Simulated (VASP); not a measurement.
A run of VASP 6.6.1:

INCAR

```
SYSTEM = Ba
PREC = Accurate ; ENCUT = 600
EDIFF = 1E-6 ; ISMEAR = 0
SIGMA = 0.1 ; LREAL = .False.
LASPH = .True. ; NELM = 100
ALGO = Normal ; ISIF = 3
LWAVE = .False. ; LCHARG = .False.
GGA = PE ; IVDW = 12
IBRION = 2 ; NSW = 100
EDIFFG = -0.005
```

File KPOINTS:

```
regular mesh
0
Gamma
  12 12 12
  0 0 0
```

The input POSCAR:

```
Ba
1.0
    2.0864346416     -3.6150435848      0.0000000000
    2.0864346416      3.6150435848      0.0000000000
    0.0000000000      0.0000000000      3.8469222850
Ba
1
Direct
    0.0000000000      0.0000000000      0.0000000000
```

Potentials or basis: VASP PAW PBE potentials, release 64 (Ba_sv).

Run with:

```bash
$ cat potpaw_PBE.64/Ba_sv/POTCAR > POTCAR
$ mpirun -np 1 vasp_std > vasp.out
```

Hardware: 1 thread of Intel(R) Xeon(R) 6975P-C (Granite Rapids), with other jobs on the host.

Task: How long does it take, and how much memory?

Result: Run time: 2.4 min on 1 thread of Intel(R) Xeon(R) 6975P-C (Granite Rapids), on a shared host, peak memory 0.37 GiB. Counts: scf iterations 34, k points 301, ion steps 6.
